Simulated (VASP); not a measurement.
The system is KF (Carobbiite).

```
K F
1.0
     0.00000    2.70937    2.70937
     2.70937    0.00000    2.70937
     2.70937    2.70937    0.00000
K F
1 1
Direct
  0.00000 0.00000 0.00000
  0.50000 0.50000 0.50000
```

```yaml
Program: VASP 6.6.1
Task: relaxation of cell and atoms
Functional: r2SCAN
Potentials_or_basis: VASP PAW PBE potentials, release 64 (K_sv, F)
Cutoff: 600 eV
k_mesh: 8 × 8 × 8
Occupations: fermi-dirac, width 0.02 eV
Spin: no spin polarisation
```

At the start: pressure -1.8 GPa; volume 19.89 Å³/atom.

Question: How do energy, volume and symmetry change on relaxing?

Answer: Over 4 steps the energy falls by 6.7 meV/atom and the volume is 18.77 Å³/atom (-5.6 %); space group Fm-3m (No. 225, to 0.05 Å).

Step by step:
```tsv
step	energy change (eV)	largest force (eV/Å)	pressure (GPa)	volume (Å³)
1	0.0000	0.0000	-1.80	39.78
2	-0.0107	0.0000	-0.86	38.51
3	-0.0133	0.0000	-0.05	37.59
4	-0.0133	0.0000	0.00	37.53
```

Final structure:
```cif
data_structure
_symmetry_space_group_name_H-M 'P 1'
_symmetry_Int_Tables_number 1
_cell_length_a 3.7582
_cell_length_b 3.7582
_cell_length_c 3.7582
_cell_angle_alpha 60.000
_cell_angle_beta 60.000
_cell_angle_gamma 60.000
_cell_volume 37.53
loop_
_atom_site_label
_atom_site_type_symbol
_atom_site_fract_x
_atom_site_fract_y
_atom_site_fract_z
_atom_site_occupancy
K1 K 0.00000 0.00000 0.00000 1
F1 F 0.50000 0.50000 0.50000 1
```

Caveat: the PAW data sets were made with another functional, which shifts forces and pressure a little.
